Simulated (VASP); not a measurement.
Write the native input for VASP 6.6.1 that does the following.

- Task: single point
- Functional: RPBE
- Dispersion: D3(BJ)
- Potentials or basis: VASP PAW PBE potentials, release 64 (Al)
- Cutoff: 520 eV
- k mesh: 11 × 11 × 11
- Occupations: tetrahedron
- Spin: no spin polarisation
- Dipole correction: no
- Further INCAR settings: ALGO = Normal; EDIFF = 1e-06; NBANDS = 8

The structure of Al lies in POSCAR:

```
Al
1.0
    0.0000000000      1.9974394157      1.9974394157
    1.9974394157      0.0000000000      1.9974394157
    1.9974394157      1.9974394157      0.0000000000
Al
1
Direct
    0.0000000000      0.0000000000      0.0000000000
```

These files were run (other wordings do the same):

INCAR

```
SYSTEM = Al
  PREC = Accurate
  ENCUT = 520
  EDIFF = 1E-6
  ISMEAR = -5
  SIGMA = 0.05
  LREAL = .FALSE.
  LASPH = .TRUE.
  NELM = 100
  ALGO = Normal
  ISIF = 2
  LWAVE = .FALSE.
  LCHARG = .FALSE.
  GGA = RP
  IVDW = 12
  NBANDS = 8
```

KPOINTS

```
regular mesh
0
G
  11 11 11
  0 0 0
```

Potentials or basis: VASP PAW PBE potentials, release 64 (Al).

Launch:

```console
$ cat potpaw_PBE.64/Al/POTCAR > POTCAR
$ mpirun -np 1 vasp_std > vasp.out
```

It gave:

| Property | Result |
| --- | --- |
| Pressure | -17.4 GPa |
| Dispersion energy per atom | -1.846 eV |

Caveat: the PAW data sets were made with another functional, which shifts forces and pressure a little; pairwise dispersion overbinds metals, which lowers pressure and volume; tetrahedron occupations give inexact forces and stress in metals.

Run time: 14 s on 1 thread of AMD EPYC 7R13 (shared host), peak memory 0.11 GiB.
